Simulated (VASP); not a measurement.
A run of VASP 6.6.1:

Contents of INCAR:

```
SYSTEM = SiC
PREC = Accurate ; ENCUT = 600
EDIFF = 1E-6 ; ISMEAR = 0
SIGMA = 0.1 ; LREAL = .FALSE.
LASPH = .TRUE. ; NELM = 120
ALGO = Normal ; ISIF = 2
LWAVE = .FALSE. ; LCHARG = .TRUE.
LELF = .TRUE. ; LVHAR = .TRUE.
NBANDS = 11 ; GGA_COMPAT = .FALSE.
```

Contents of KPOINTS:

```
Automatic mesh
0
G
  8 8 8
  0 0 0
```

The input POSCAR:

```
SiC
1.0
    0.0000000000      2.1769966200      2.1769966200
    2.1769966200      0.0000000000      2.1769966200
    2.1769966200      2.1769966200      0.0000000000
Si C
1 1
Direct
    0.0000000000      0.0000000000      0.0000000000
    0.2500000000      0.2500000000      0.2500000000
```

Potentials or basis: VASP PAW LDA potentials, release 64 (Si, C).

The run is started by

```console
$ cat potpaw_LDA.64/Si/POTCAR potpaw_LDA.64/C/POTCAR > POTCAR
$ mpirun -np 1 vasp_std > vasp.out
```

Hardware: 1 thread of Intel(R) Xeon(R) Platinum 8488C (Sapphire Rapids) (shared host).

Question: How long does it take, and how much memory?

Answer: Run time: 9.8 s on 1 thread of Intel(R) Xeon(R) Platinum 8488C (Sapphire Rapids), with other jobs on the host, peak memory 0.13 GiB. Counts: scf iterations 11, k points 29.
